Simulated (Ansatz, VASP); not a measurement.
**Two plane-wave programs on BeS**

```
Be S
1.0
     3.53006    0.00000    0.00000
    -1.76503    3.05712    0.00000
     0.00000    0.00000    7.12957
Be S
2 2
Direct
  0.33333 0.66667 0.25000
  0.66667 0.33333 0.75000
  0.66667 0.33333 0.25000
  0.33333 0.66667 0.75000
```

Alike in both runs: task single point; functional r2SCAN; k mesh 9 × 9 × 4; no spin polarisation.

|  | VASP | Ansatz |
| --- | --- | --- |
| version | VASP 6.6.1 | Ansatz 0.2.0 |
| potentials or method | VASP PAW PBE potentials, release 64 (Be, S) | plane waves, PAW |
| plane-wave cutoff (eV) | 520 | 500 |
| occupations | gaussian, width 0.01 eV | fixed |
| valence electrons in the cell | 16 | 16 |

|  | VASP | Ansatz | Ansatz less VASP |
| --- | --- | --- | --- |
| gap on the k mesh at the Fermi level (eV) | 4.58 | 4.56 | -0.013 |
| pressure (GPa) | -3.9 | -3.9 | +0.06 |
| traceless stress, the component that is largest in VASP (GPa) | 3.39 | 3.36 | -0.024 |

VASP's potentials were made for PBE, not for r2SCAN.
